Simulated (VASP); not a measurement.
# In3Sb (Pm-3m) in VASP: further runs

Runs on In3Sb. Level: PBEsol. Tasks: single point.

All numbers are computed with VASP 6.6.1; they aren't measurements. Logs are shortened: lines on timing, memory, paths and dates and some standing lists are left out, and cuts for length are marked.

**1. The cell of the first run**

Symmetry: Pm-3m, No. 221, cubic system. Conventional cell: a = 4.837 Å, b = 4.837 Å, c = 4.837 Å, α = 90.00°, β = 90.00°, γ = 90.00°. Within 4.5 Å of In (site symmetry 4/mmm) lie 8 In at 3.42 Å and 4 Sb at 3.42 Å. Within 4.5 Å of Sb (site symmetry m-3m) lie 12 In at 3.42 Å.

**2. Single point, PBEsol**

File INCAR:

```
PREC = Accurate
ENCUT = 520
EDIFF = 1E-6
ISMEAR = 1
SIGMA = 0.1
LREAL = F
LASPH = T
NELM = 100
ALGO = Normal
ISIF = 2
LWAVE = F
LCHARG = T
GGA = PS
LELF = T
LVHAR = T
NBANDS = 30
```

File KPOINTS:

```
regular mesh
0
Gamma
  4 4 4
```

File POSCAR:

```
In3Sb
1.0
    4.8369620000      0.0000000000      0.0000000000
    0.0000000000      4.8369620000      0.0000000000
    0.0000000000      0.0000000000      4.8369620000
In Sb
3 1
Direct
    0.5000000000      0.5000000000      0.0000000000
    0.5000000000      0.0000000000      0.5000000000
    0.0000000000      0.5000000000      0.5000000000
    0.0000000000      0.0000000000      0.0000000000
```

Potentials or basis: VASP PAW PBE potentials, release 64 (In_d, Sb).

Run with:

```sh
> cat potpaw_PBE.64/In_d/POTCAR potpaw_PBE.64/Sb/POTCAR > POTCAR
> mpirun -np 1 vasp_std > vasp.out
```

OUTCAR:

```text
PREC = Accurate
   ENCUT = 520
   EDIFF = 1E-6
   ISMEAR = 1
   LREAL = F
   LASPH = T
   NELM = 100
   ISIF = 2
   GGA = PS

 ion  position               nearest neighbor table
   1  0.500  0.500  0.000-   2 3.42   3 3.42   4 3.42   2 3.42   3 3.42   2 3.42   4 3.42   2 3.42
                             3 3.42   4 3.42   3 3.42   4 3.42
   2  0.500  0.000  0.500-   1 3.42   3 3.42   4 3.42   1 3.42   4 3.42   1 3.42   3 3.42   1 3.42
                             3 3.42   4 3.42   4 3.42   3 3.42
   3  0.000  0.500  0.500-   1 3.42   2 3.42   4 3.42   1 3.42   4 3.42   2 3.42   4 3.42   4 3.42
                             1 3.42   2 3.42   1 3.42   2 3.42
   4  0.000  0.000  0.000-   1 3.42   2 3.42   3 3.42   2 3.42   3 3.42   1 3.42   3 3.42   3 3.42
                             1 3.42   2 3.42   2 3.42   1 3.42

  LATTYP: Found a simple cubic cell.
 ALAT       =     4.8369620000

  Lattice vectors:

 A1 = (   4.8369620000,   0.0000000000,   0.0000000000)
 A2 = (   0.0000000000,   4.8369620000,   0.0000000000)
 A3 = (   0.0000000000,   0.0000000000,   4.8369620000)

Analysis of symmetry for initial positions (statically):
=====================================================================
 Subroutine PRICEL returns:
 Original cell was already a primitive cell.

 Routine SETGRP: Setting up the symmetry group for a
 simple cubic supercell.

 Subroutine GETGRP returns: Found 48 space group operations
 (whereof 48 operations were pure point group operations)
 out of a pool of 48 trial point group operations.

The static configuration has the point symmetry O_h .

Analysis of symmetry for dynamics (positions and initial velocities):
=====================================================================
 Subroutine PRICEL returns:
 Original cell was already a primitive cell.

 Routine SETGRP: Setting up the symmetry group for a
 simple cubic supercell.

 Subroutine GETGRP returns: Found 48 space group operations
 (whereof 48 operations were pure point group operations)
 out of a pool of 48 trial point group operations.

The dynamic configuration has the point symmetry O_h .

 Subroutine INISYM returns: Found 48 space group operations
 (whereof 48 operations are pure point group operations),
 and found     1 'primitive' translations

----------------------------------------------------------------------------------------

                                     Primitive cell

  volume of cell :     113.1665

  direct lattice vectors                    reciprocal lattice vectors
[... 79 lines left out ...]
   NSW    =      0    number of steps for IOM
   IBRION =     -1    ionic relax: 0-MD 1-quasi-New 2-CG
   NFREE  =      0    steps in history (QN), initial steepest desc. (CG)
   ISIF   =      2    stress and relaxation
   ISYM   =      2    0-nonsym 1-usesym 2-fastsym
   POTIM  = 0.5000    time-step for ionic-motion
   TEBEG  =    0.0;   TEEND  =   0.0 temperature during run
   PSTRESS=    0.0 pullay stress
   NELECT =      44.0000    total number of electrons
   NUPDOWN=      -1.0000    fix difference up-down
   EMIN   =  10.00;   EMAX   =-10.00  energy-range for DOS
   EFERMI =   0.00;   METHOD = LEGACY
   ISMEAR =     1;   SIGMA  =   0.10  broadening in eV -4-tet -1-fermi 0-gaus
   EFERMI_NEDOS =   21; number of points for ismear=-14 and -15
   IALGO  =     38    algorithm
   IMIX   =      4    mixing-type and parameters
     AMIX     =   0.40;   BMIX     =  1.00
     AMIX_MAG =   1.60;   BMIX_MAG =  1.00
  volume/ion in A,a.u.               =      28.29       190.92
  Fermi-wavevector in a.u.,A,eV,Ry     =   1.194867  2.257972 19.425148  1.427708
  Thomas-Fermi vector in A             =   2.330847
   LORBIT       =      0    0 simple, 1 ext, 2 COOP (PROOUT), +10 PAW based schemes
   GGA     = PS    functional components
   LHFCALC =     F    Hartree Fock is set to
   AEXX    =    0.0000 exact exchange contribution
   IVDW    =     0    specifies the selected vdW correction
   LEPSILON=     F    determine dielectric tensor
   LRPA    =     F    only Hartree local field effects (RPA)
 non-spin polarized calculation
 Methfessel and Paxton  Order N= 1 SIGMA  =   0.10
  energy-cutoff  :      520.00
  volume of cell :      113.17
 maximum number of plane-waves:      3112
 NGX is ok and might be reduce to    36
   NGX = 17   NGY = 17   NGZ = 17

 number of electron      43.9999994 magnetization

 Free energy of the ion-electron system (eV)
  ---------------------------------------------------
  ext. energy  EPLUGINS =         0.00000000
  ---------------------------------------------------
  free energy    TOTEN  =       -13.28518333 eV

  energy without entropy =      -13.28052225  energy(sigma->0) =      -13.28362964

 E-fermi :   6.9475     XC(G=0): -10.0541

 val. band max:        6.9332038623   @ k =   0.2500   0.2500   0.0000
 cond. band min:       7.0081053439   @ k =   0.2500   0.0000   0.0000
 fundamental gap:      0.0749014816
 Fermi energy:         6.9474761141

 k-point     1 :       0.0000    0.0000    0.0000
  band No.  band energies     occupation
      1      -7.8490      2.00000
      2      -7.8447      2.00000
      3      -7.8447      2.00000
      4      -7.8447      2.00000
      5      -7.7068      2.00000
      6      -7.7068      2.00000
[... 319 lines left out ...]
     29      14.5486      0.00000
     30      14.5642      0.00000

------------------------ aborting loop because EDIFF is reached ----------------------------------------

  FORCE on cell =-STRESS in cart. coord.  units (eV):
  Direction    XX          YY          ZZ          XY          YZ          ZX
  --------------------------------------------------------------------------------------
  -------------------------------------------------------------------------------------
  Total       -2.2071970     -2.2071970     -2.2071970      0.0000000     -0.0000000      0.0000000
  in kB      -31.2488220    -31.2488220    -31.2488220      0.0000000     -0.0000000      0.0000000
  external PRESSURE =     -31.2488220 kB  Pullay stress =       0.0000000 kB

 VOLUME and BASIS-vectors are now :
 -----------------------------------------------------------------------------
  energy-cutoff  :      520.00
  volume of cell :      113.17
      direct lattice vectors                 reciprocal lattice vectors
     4.836962000  0.000000000  0.000000000     0.206741339  0.000000000  0.000000000
     0.000000000  4.836962000  0.000000000     0.000000000  0.206741339  0.000000000
     0.000000000  0.000000000  4.836962000     0.000000000  0.000000000  0.206741339

 POSITION                                       TOTAL-FORCE (eV/Angst)
 -----------------------------------------------------------------------------------
      2.41848      2.41848      0.00000         0.000000      0.000000      0.000000
      2.41848      0.00000      2.41848         0.000000      0.000000      0.000000
      0.00000      2.41848      2.41848         0.000000      0.000000      0.000000
      0.00000      0.00000      0.00000         0.000000      0.000000      0.000000
 -----------------------------------------------------------------------------------
    total drift:                                0.000000      0.000000      0.000000

  FREE ENERGIE OF THE ION-ELECTRON SYSTEM (eV)
  ---------------------------------------------------
  free  energy   TOTEN  =       -13.2851833312 eV

  energy  without entropy=      -13.2805222541  energy(sigma->0) =      -13.28362964
```

stdout:

```text
POSCAR found type information on POSCAR InSb
 POSCAR found :  2 types and       4 ions
 scaLAPACK will be used
 -----------------------------------------------------------------------------
|                                                                             |
|                                                                             |
|     You enforced a specific xc type in the INCAR file but a different       |
|     I HOPE YOU KNOW WHAT YOU ARE DOING!                                     |
|                                                                             |
 -----------------------------------------------------------------------------

 LDA part: xc-table for (Slater+PW92), standard interpolation
 POSCAR, INCAR and KPOINTS ok, starting setup
 FFT: planning ... GRIDC
 FFT: planning ... GRID_SOFT
 FFT: planning ... GRID
 WAVECAR not read
 entering main loop
```

Run time: 21 s. Hardware: 1 thread of Intel Xeon Platinum 8488C (Sapphire Rapids), shared host; peak memory 0.21 GiB.

Results:

```yaml
Free_energy: -13.2852 eV
Pressure: -3.1 GPa
Band_gap_on_the_k_mesh: zero (band 22 reaches 7.02 eV, above the bottom of band 23 at 3.61 eV)
```

Levels at points of the mesh, in eV from the Fermi level:
| k point | band 18 | band 19 | band 20 | band 21 | band 22 | band 23 | band 24 | band 25 | band 26 | band 27 |
| --- | --- | --- | --- | --- | --- | --- | --- | --- | --- | --- |
| (0.00, 0.00, 0.00) | -3.02 | -3.02 | -3.02 | -2.59 | -2.59 | 2.05 | 2.05 | 2.05 | 3.60 | 3.60 |
| (0.50, 0.00, 0.00) | -4.13 | -2.05 | -1.73 | -1.73 | -0.42 | -0.42 | -0.04 | 0.87 | 4.14 | 4.26 |
| (0.50, 0.50, 0.00) | -6.11 | -5.90 | -0.77 | -0.33 | 0.07 | 0.07 | 1.10 | 1.33 | 1.33 | 1.58 |
| (0.50, 0.50, 0.50) | -4.63 | -4.63 | -4.13 | -4.13 | -4.13 | -3.34 | 5.03 | 5.03 | 5.03 | 7.58 |

Caveat: the PAW data sets were made with another functional, which shifts forces and pressure a little; spin-orbit coupling is left out, which moves the levels of the heavy elements.

**3. Single point, PBEsol**

File INCAR:

```
SYSTEM = In3Sb
PREC = Accurate
ENCUT = 520
EDIFF = 1E-6
ISMEAR = 1
SIGMA = 0.1
LREAL = .False.
LASPH = .True.
NELM = 100
ALGO = Normal
ISIF = 2
LWAVE = .False.
LCHARG = .False.
GGA = PS
NBANDS = 30
```

File KPOINTS:

```
regular mesh
0
Gamma
  4 4 4
  0 0 0
```

POSCAR is that of step 2.

Potentials or basis: VASP PAW PBE potentials, release 64 (In_d, Sb).

Run with:

```sh
> cat potpaw_PBE.64/In_d/POTCAR potpaw_PBE.64/Sb/POTCAR > POTCAR
> mpirun -np 1 vasp_std > vasp.out
```

Run time: 20 s. Hardware: 1 thread of Intel Xeon Platinum 8488C (Sapphire Rapids), shared host; peak memory 0.21 GiB.

It converged, with:

* Free energy: -13.2852 eV
* Pressure: -3.1 GPa
* Band gap on the k mesh: zero (band 22 reaches 7.02 eV, above the bottom of band 23 at 3.61 eV)

Levels at points of the mesh, in eV from the Fermi level:
```csv
k point,band 18,band 19,band 20,band 21,band 22,band 23,band 24,band 25,band 26,band 27
"(0.00, 0.00, 0.00)",-3.02,-3.02,-3.02,-2.59,-2.59,2.05,2.05,2.05,3.60,3.60
"(0.50, 0.00, 0.00)",-4.13,-2.05,-1.73,-1.73,-0.42,-0.42,-0.04,0.87,4.14,4.26
"(0.50, 0.50, 0.00)",-6.11,-5.90,-0.77,-0.33,0.07,0.07,1.10,1.33,1.33,1.58
"(0.50, 0.50, 0.50)",-4.63,-4.63,-4.13,-4.13,-4.13,-3.34,5.03,5.03,5.03,7.58
```

Caveat: the PAW data sets were made with another functional, which shifts forces and pressure a little; spin-orbit coupling is left out, which moves the levels of the heavy elements.
